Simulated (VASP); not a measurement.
Runs of VASP 6.6.1 on TePb. The structure is that of space group Fm-3m (No. 225), or close to it. The cells are those of the table. 

```tsv
task	level	potentials or basis	spin	cell	gap on the mesh (eV)	pressure (GPa)
single point	PBE	VASP PAW PBE potentials, release 64 (Te, Pb_d)	non-collinear, zero start, SOC	a = 4.564 Å, angles 60.0°, 2 atoms	-	(b)
single point	RPBE	VASP PAW PBE potentials, release 64 (Te, Pb_d)	off	a = 4.624 Å, angles 60.0°, 2 atoms	0.87	1.9
electric field gradients	r2SCAN	VASP PAW PBE potentials, release 64 (Te, Pb_d)	off	a = 4.564 Å, angles 60.0°, 2 atoms	(a)	(c)
single point	LDA	VASP PAW LDA potentials, release 64 (Te, Pb_d)	off	a = 4.564 Å, angles 60.0°, 2 atoms	0.63	-1.5
single point	LDA	VASP PAW LDA potentials, release 64 (Te, Pb_d)	off	a = 4.624 Å, angles 60.0°, 2 atoms	0.70	-3.0
electric field gradients	LDA	VASP PAW LDA potentials, release 64 (Te, Pb_d)	off	a = 4.564 Å, angles 60.0°, 2 atoms	0.63	-1.5
single point	PBEsol	VASP PAW PBE potentials, release 64 (Te, Pb_d)	off	a = 4.564 Å, angles 60.0°, 2 atoms	0.66	-0.3
```

Alike in all rows: k mesh 10 × 10 × 10; cutoff (eV) 520; smearing fermi-dirac 0.03 eV.

Problem. Fill in the values left out.

Solution. (a) 1.01; (b) 2.1; (c) 1.7.

Caveats: spin-orbit coupling is left out, which moves the levels of the heavy elements (at least some runs); the PAW data sets were made with another functional, which shifts forces and pressure a little (at least some runs).

A k mesh can miss the band edges, and rows without SOC leave out spin-orbit coupling on Pb, Te.
